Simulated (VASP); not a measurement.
Set up this calculation in VASP 6.6.1, as the native input.

- Task: single point
- Functional: PBEsol
- Potentials or basis: VASP PAW PBE potentials, release 64 (Pd)
- Cutoff: 520 eV
- k mesh: 11 × 11 × 6
- Occupations: fermi-dirac, width 0.05 eV
- Spin: no spin polarisation
- Dipole correction: no
- Further INCAR settings: ALGO = Normal; EDIFF = 1e-06; NBANDS = 17

The structure of Pd lies in POSCAR:

```
Pd
1.0
    2.8382605740      0.0000000000      0.0000000000
   -1.4191302870      2.4580057597      0.0000000000
    0.0000000000      0.0000000000      4.7196786564
Pd
2
Direct
    0.3333333333      0.6666666667      0.2500000000
    0.6666666667      0.3333333333      0.7500000000
```

This cell differs from its parent crystal: volume scaled by 1.06.

The input as run:

INCAR

```
SYSTEM = Pd
PREC     = Accurate       ! precision mode
ENCUT    = 520            ! plane-wave cutoff, eV
EDIFF    = 1E-6           ! SCF threshold, eV
ISMEAR   = -1             ! smearing method
SIGMA    = 0.05           ! smearing width, eV
LREAL    = .FALSE.        ! projectors in reciprocal space
LASPH    = .TRUE.         ! aspherical terms in the spheres
NELM     = 100            ! most SCF steps
ALGO     = Normal         ! electronic algorithm
ISIF     = 2              ! what is computed and relaxed
LWAVE    = .FALSE.        ! write WAVECAR
LCHARG   = .TRUE.         ! write CHGCAR
GGA      = PS             ! functional
LELF     = .TRUE.         ! ELF
LVHAR    = .TRUE.       
NBANDS   = 17             ! bands
```

KPOINTS

```
Automatic mesh
0
G
  11 11 6
  0 0 0
```

Potentials or basis: VASP PAW PBE potentials, release 64 (Pd).

Run with:

```console
$ cat potpaw_PBE.64/Pd/POTCAR > POTCAR
$ mpirun -np 1 vasp_std > vasp.out
```

Results of the run:

The pressure is -17.4 GPa. The band gap on the k mesh is zero (band 10 reaches 8.00 eV, above the bottom of band 11 at 7.28 eV).

Caveat: the PAW data sets were made with another functional, which shifts forces and pressure a little.

It took 45 s on 1 thread of Intel Xeon 6975P-C, on a shared host, peak memory 0.17 GiB.
